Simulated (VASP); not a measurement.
Here is a VASP 6.6.1 calculation.

File POSCAR:

```
BN
1.0
    0.0000000000      1.8130010000      1.8130010000
    1.8130010000      0.0000000000      1.8130010000
    1.8130010000      1.8130010000      0.0000000000
N B
1 1
Direct
    0.7500000000      0.7500000000      0.7500000000
    0.0000000000      0.0000000000      0.0000000000
```

Contents of INCAR.step1:

```
PREC = Accurate
ENCUT = 520
EDIFF = 1E-5
ISMEAR = 0
SIGMA = 0.01
LREAL = F
LASPH = T
NELM = 120
ALGO = Normal
ISIF = 2
LWAVE = T
LCHARG = F
NBANDS = 11
GGA = PE
GGA_COMPAT = F
```

Contents of INCAR.step2:

```
PREC = Accurate
ENCUT = 520
EDIFF = 1E-6
ISMEAR = 0
SIGMA = 0.01
LREAL = F
LASPH = T
NELM = 120
ALGO = Normal
ISIF = 2
LWAVE = F
LCHARG = F
GGA = PS
LHFCALC = T
AEXX = 0.25
PRECFOCK = Normal
NBANDS = 11
ISTART = 1
GGA_COMPAT = F
```

Contents of KPOINTS:

```
Automatic mesh
0
Gamma
  7 7 7
```

Potentials or basis: VASP PAW PBE potentials, release 64 (N, B).

The run is started by

```bash
$ cat potpaw_PBE.64/N/POTCAR potpaw_PBE.64/B/POTCAR > POTCAR
$ cp INCAR.step1 INCAR
$ mpirun -np 1 vasp_std > vasp.out
$ cp INCAR.step2 INCAR
$ mpirun -np 1 vasp_std > vasp.out
```

Question: Predict the band gap on the k mesh.

Answer: 6.69 eV (least direct gap 11.24 eV).

Question: Predict the pressure.

Answer: -12.9 GPa.

Caveat: the k points lie up to 0.43 Å⁻¹ apart; the PAW data sets were made with another functional, which shifts forces and pressure a little; an odd mesh through Γ misses points on the zone boundary, where band edges can lie.
